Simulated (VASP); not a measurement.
AlN: single point with LDA

AlN:

```
Al N
1.0
     3.01152    0.00000    0.00000
    -1.50576    2.60806    0.00000
     0.00000    0.00000    4.82017
Al N
2 2
Cartesian
  0.0000 1.7555 0.0073
  1.5058 0.8526 2.4174
  0.0000 1.7237 1.8484
  1.5058 0.8843 4.2585
```

```
Program             : VASP 6.6.1
Task                : single point
Functional          : LDA
Potentials or basis : VASP PAW LDA potentials, release 64 (Al, N)
Cutoff              : 520 eV
k mesh              : 9 × 9 × 6
Occupations         : gaussian, width 0.05 eV
Spin                : no spin polarisation
```

| Property | Result |
| --- | --- |
| Pressure | 19.5 GPa |
| Largest force | 0.107 eV/Å |
| Band gap on the k mesh | 4.92 eV, indirect (least direct gap 5.12 eV) |

Forces in eV/Å, atoms in the order of the input:
```
Al   0.000 -0.101 -0.033
Al   0.000  0.101 -0.033
N    0.000  0.033  0.033
N    0.000 -0.033  0.033
```

Stress tensor (GPa, compression positive):
```
19.93  0.00  0.00
 0.00 19.91  0.00
 0.00  0.00 18.54
```

Levels at points of the mesh, in eV from the valence-band top:
```tsv
k point	band 5	band 6	band 7	band 8	band 9	band 10	band 11	band 12
(0.00, 0.00, 0.00)	-0.91	-0.28	-0.22	0.00	5.12	7.41	11.28	11.58
(0.00, 0.00, 0.50)	-0.60	-0.60	-0.59	-0.59	7.28	7.28	10.95	10.95
```

Wall time 18 s on 1 thread of Intel(R) Xeon(R) 6975P-C (Granite Rapids), with other jobs on the host, peak memory 0.16 GiB.

A k mesh can miss the band edges.
